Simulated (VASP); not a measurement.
# KSrCl3 (Pm-3m) in VASP: further runs, part 2 of 2

VASP 6.6.1.

## (5) Single point, r2SCAN

POSCAR

```
KSrCl3
1.0
    5.6362001317      0.0000000000      0.0000000000
    0.0000000000      5.6362001317      0.0000000000
    0.0000000000      0.0000000000      5.6362001317
K Sr Cl
1 1 3
Direct
    0.0000000000      0.0000000000      0.0000000000
    0.5000000000      0.5000000000      0.5000000000
    0.5000000000      0.5000000000      0.0000000000
    0.5000000000      0.0000000000      0.5000000000
    0.0000000000      0.5000000000      0.5000000000
```

INCAR.step1

```
SYSTEM = KSrCl3
PREC = Accurate
ENCUT = 520
ISMEAR = 1
SIGMA = 0.5
LREAL = .False.
LASPH = .True.
NELM = 100
NBANDS = 28
GGA = PE
ALGO = Normal
EDIFF = 1E-4
LWAVE = .True.
LCHARG = .False.
```

INCAR.step2

```
SYSTEM = KSrCl3
PREC = Accurate
ENCUT = 520
EDIFF = 1E-6
ISMEAR = 1
SIGMA = 0.5
LREAL = .False.
LASPH = .True.
NELM = 100
ALGO = Normal
ISIF = 2
LWAVE = .False.
LCHARG = .True.
METAGGA = R2SCAN
LMIXTAU = .True.
LELF = .True.
LVHAR = .True.
NBANDS = 28
ISTART = 1
```

KPOINTS

```
Automatic mesh
0
Gamma
  4 4 4
  0 0 0
```

Potentials or basis: VASP PAW PBE potentials, release 64 (K_sv, Sr_sv, Cl).

Run with:

```sh
$ cat potpaw_PBE.64/K_sv/POTCAR potpaw_PBE.64/Sr_sv/POTCAR potpaw_PBE.64/Cl/POTCAR > POTCAR
$ cp INCAR.step1 INCAR
$ mpirun -np 1 vasp_std > vasp.out
$ cp INCAR.step2 INCAR
$ mpirun -np 1 vasp_std > vasp.out
```

OUTCAR:

```text
SYSTEM = KSrCl3
   PREC = Accurate
   ENCUT = 520
   EDIFF = 1E-6
   ISMEAR = 1
   LREAL = .False.
   LASPH = .True.
   NELM = 100
   ISIF = 2
   METAGGA = R2SCAN
   ISTART = 1

 ion  position               nearest neighbor table
   1  0.000  0.000  0.000-
   2  0.500  0.500  0.500-   3 2.82   4 2.82   5 2.82   3 2.82   4 2.82   5 2.82
   3  0.500  0.500  0.000-   2 2.82   2 2.82
   4  0.500  0.000  0.500-   2 2.82   2 2.82
   5  0.000  0.500  0.500-   2 2.82   2 2.82

  LATTYP: Found a simple cubic cell.
 ALAT       =     5.6362001317

  Lattice vectors:

 A1 = (   5.6362001317,   0.0000000000,   0.0000000000)
 A2 = (   0.0000000000,   5.6362001317,   0.0000000000)
 A3 = (   0.0000000000,   0.0000000000,   5.6362001317)

Analysis of symmetry for initial positions (statically):
=====================================================================
 Subroutine PRICEL returns:
 Original cell was already a primitive cell.

 Routine SETGRP: Setting up the symmetry group for a
 simple cubic supercell.

 Subroutine GETGRP returns: Found 48 space group operations
 (whereof 48 operations were pure point group operations)
 out of a pool of 48 trial point group operations.

The static configuration has the point symmetry O_h .

Analysis of symmetry for dynamics (positions and initial velocities):
=====================================================================
 Subroutine PRICEL returns:
 Original cell was already a primitive cell.

 Routine SETGRP: Setting up the symmetry group for a
 simple cubic supercell.

 Subroutine GETGRP returns: Found 48 space group operations
 (whereof 48 operations were pure point group operations)
 out of a pool of 48 trial point group operations.

The dynamic configuration has the point symmetry O_h .
[... 106 lines left out ...]
   EFERMI_NEDOS =   21; number of points for ismear=-14 and -15
   IALGO  =     38    algorithm
   IMIX   =      4    mixing-type and parameters
     AMIX     =   0.40;   BMIX     =  1.00
     AMIX_MAG =   1.60;   BMIX_MAG =  1.00
  volume/ion in A,a.u.               =      35.81       241.65
  Fermi-wavevector in a.u.,A,eV,Ry     =   0.993364  1.877186 13.425849  0.986772
  Thomas-Fermi vector in A             =   2.125241
   LORBIT       =      0    0 simple, 1 ext, 2 COOP (PROOUT), +10 PAW based schemes
   METAGGA = R2SCAN    functional components
   LHFCALC =     F    Hartree Fock is set to
   AEXX    =    0.0000 exact exchange contribution
   IVDW    =     0    specifies the selected vdW correction
   LEPSILON=     F    determine dielectric tensor
   LRPA    =     F    only Hartree local field effects (RPA)
 non-spin polarized calculation
 Methfessel and Paxton  Order N= 1 SIGMA  =   0.50
  energy-cutoff  :      520.00
  volume of cell :      179.04
 maximum number of plane-waves:      4842
 NGX is ok and might be reduce to    42
   NGX = 21   NGY = 21   NGZ = 21

 number of electron      40.0000001 magnetization

 Free energy of the ion-electron system (eV)
  ---------------------------------------------------
  ext. energy  EPLUGINS =         0.00000000
  ---------------------------------------------------
  free energy    TOTEN  =       -51.56153718 eV

  energy without entropy =      -51.71622835  energy(sigma->0) =      -51.61310090

 E-fermi :  -1.9202     XC(G=0):  -7.4650

 val. band max:       -2.0857171842   @ k =   0.5000   0.5000   0.5000
 cond. band min:       3.1098966936   @ k =   0.0000   0.0000   0.0000
 fundamental gap:      5.1956138778
 Fermi energy:        -1.9201790229

 k-point     1 :       0.0000    0.0000    0.0000
  band No.  band energies     occupation
      1     -35.1976      2.00000
      2     -31.8423      2.00000
      3     -16.7093      2.00000
      4     -16.7093      2.00000
      5     -16.7093      2.00000
      6     -15.2094      2.00000
[... 299 lines left out ...]
     27       7.1007     -0.00000
     28       7.9798     -0.00000

------------------------ aborting loop because EDIFF is reached ----------------------------------------

  FORCE on cell =-STRESS in cart. coord.  units (eV):
  Direction    XX          YY          ZZ          XY          YZ          ZX
  --------------------------------------------------------------------------------------
  -------------------------------------------------------------------------------------
  Total       -0.0613205     -0.0613205     -0.0613205      0.0000000     -0.0000000     -0.0000000
  in kB       -0.5487276     -0.5487276     -0.5487276      0.0000000     -0.0000000     -0.0000000
  external PRESSURE =      -0.5487276 kB  Pullay stress =       0.0000000 kB

 VOLUME and BASIS-vectors are now :
 -----------------------------------------------------------------------------
  energy-cutoff  :      520.00
  volume of cell :      179.04
      direct lattice vectors                 reciprocal lattice vectors
     5.636200132  0.000000000  0.000000000     0.177424502  0.000000000  0.000000000
     0.000000000  5.636200132  0.000000000     0.000000000  0.177424502  0.000000000
     0.000000000  0.000000000  5.636200132     0.000000000  0.000000000  0.177424502

 POSITION                                       TOTAL-FORCE (eV/Angst)
 -----------------------------------------------------------------------------------
      0.00000      0.00000      0.00000         0.000000      0.000000      0.000000
      2.81810      2.81810      2.81810         0.000000      0.000000      0.000000
      2.81810      2.81810      0.00000         0.000000      0.000000      0.000000
      2.81810      0.00000      2.81810         0.000000      0.000000      0.000000
      0.00000      2.81810      2.81810         0.000000      0.000000      0.000000
 -----------------------------------------------------------------------------------
    total drift:                                0.000000     -0.000000     -0.000000

  FREE ENERGIE OF THE ION-ELECTRON SYSTEM (eV)
  ---------------------------------------------------
  free  energy   TOTEN  =       -51.5615371792 eV

  energy  without entropy=      -51.7162283547  energy(sigma->0) =      -51.61310090
```

OSZICAR.step1:

```text
N       E                     dE             d eps       ncg     rms          rms(c)
DAV:   1     0.289470186847E+03    0.28947E+03   -0.17748E+04   560   0.124E+03
DAV:   2     0.512893925951E+01   -0.28434E+03   -0.27627E+03   740   0.279E+02
DAV:   3    -0.193711297710E+02   -0.24500E+02   -0.24426E+02   816   0.778E+01
DAV:   4    -0.199479532067E+02   -0.57682E+00   -0.57558E+00   868   0.115E+01
DAV:   5    -0.199732811596E+02   -0.25328E-01   -0.25325E-01   820   0.140E+00    0.185E+01
DAV:   6    -0.192291483802E+02    0.74413E+00   -0.13992E+00   692   0.459E+00    0.119E+01
DAV:   7    -0.191111883389E+02    0.11796E+00   -0.88024E-01   808   0.394E+00    0.215E+00
DAV:   8    -0.190920162732E+02    0.19172E-01   -0.11471E-01   744   0.152E+00    0.433E-01
DAV:   9    -0.190906016497E+02    0.14146E-02   -0.67771E-03   792   0.458E-01    0.187E-01
DAV:  10    -0.190897300840E+02    0.87157E-03   -0.49764E-03   764   0.476E-01    0.100E-01
DAV:  11    -0.190898460869E+02   -0.11600E-03   -0.10081E-03   796   0.148E-01    0.485E-02
DAV:  12    -0.190898664059E+02   -0.20319E-04   -0.31010E-05   512   0.370E-02
   1 F= -.19089866E+02 E0= -.19141657E+02  d E =0.155371E+00
```

Run time: 2.1 min. Hardware: 1 thread of Intel Xeon Platinum 8375C at 2.90GHz (Ice Lake), shared host; peak memory 0.31 GiB.

What came out:

| Item | Value |
| --- | --- |
| Free energy | -51.5615 eV |
| Pressure | -0.1 GPa |
| Band gap on the k mesh | 5.20 eV (least direct gap 5.40 eV) |

Caveat: the PAW data sets were made with another functional, which shifts forces and pressure a little. A k mesh can miss the band edges.

## (6) Single point, r2SCAN

POSCAR is that of step 5.

INCAR.step1

```
  PREC = Accurate
  ENCUT = 520
  ISMEAR = 0
  SIGMA = 0.01
  LREAL = F
  LASPH = T
  NELM = 80
  NBANDS = 28
  GGA = PE
  ALGO = Normal
  EDIFF = 1E-4
  LWAVE = T
  LCHARG = F
```

INCAR.step2

```
  PREC = Accurate
  ENCUT = 520
  EDIFF = 1E-6
  ISMEAR = 0
  SIGMA = 0.01
  LREAL = F
  LASPH = T
  NELM = 80
  ALGO = Normal
  ISIF = 2
  LWAVE = F
  LCHARG = F
  METAGGA = R2SCAN
  LMIXTAU = T
  NBANDS = 28
  ISTART = 1
```

KPOINTS

```
Automatic mesh
0
Gamma
  4 4 4
```

Potentials or basis: VASP PAW PBE potentials, release 64 (K_sv, Sr_sv, Cl).

Run with:

```sh
$ cat potpaw_PBE.64/K_sv/POTCAR potpaw_PBE.64/Sr_sv/POTCAR potpaw_PBE.64/Cl/POTCAR > POTCAR
$ cp INCAR.step1 INCAR
$ mpirun -np 1 vasp_std > vasp.out
$ cp INCAR.step2 INCAR
$ mpirun -np 1 vasp_std > vasp.out
```

It took 2.5 min on 1 thread of Intel Xeon Platinum 8375C at 2.90GHz (Ice Lake), shared host; peak memory 0.31 GiB.

The run converged. Its results:

```
Free energy            : -51.6415 eV
Pressure               : 0.0 GPa
Band gap on the k mesh : 5.19 eV (least direct gap 5.41 eV)
```

Levels at points of the mesh, in eV from the valence-band top:
```
           k point  band 18  band 19  band 20  band 21  band 22  band 23
(0.00, 0.00, 0.00)    -0.21    -0.21    -0.21     5.19     6.71     6.71
(0.50, 0.00, 0.00)    -0.51    -0.28    -0.28     6.81     6.94     7.07
(0.50, 0.50, 0.00)    -0.64    -0.64    -0.01     7.60     8.01     8.01
(0.50, 0.50, 0.50)     0.00     0.00     0.00     6.86     8.05     8.05
```

Caveat: the PAW data sets were made with another functional, which shifts forces and pressure a little.

## (7) Overview

```tsv
level	potentials or basis	smearing	gap on the mesh (eV)	pressure (GPa)
PBEsol	VASP PAW PBE potentials, release 64 (K_sv, Sr_sv, Cl)	gaussian 0.01 eV	4.41	-0.5
LDA	VASP PAW LDA potentials, release 64 (K_sv, Sr_sv, Cl)	gaussian 0.01 eV	4.12	-1.7
r2SCAN	VASP PAW PBE potentials, release 64 (K_sv, Sr_sv, Cl)	gaussian 0.01 eV	5.19	0.0
r2SCAN	VASP PAW PBE potentials, release 64 (K_sv, Sr_sv, Cl)	methfessel-paxton 0.5 eV	5.20	-0.1
```

Alike in all rows: task single point; no spin polarisation; cell as given; k mesh 4 × 4 × 4; cutoff (eV) 520.

Caveats: the PAW data sets were made with another functional, which shifts forces and pressure a little (at least some runs).

Total energies depend on the potentials used, so only differences within one code and one set of settings carry meaning.
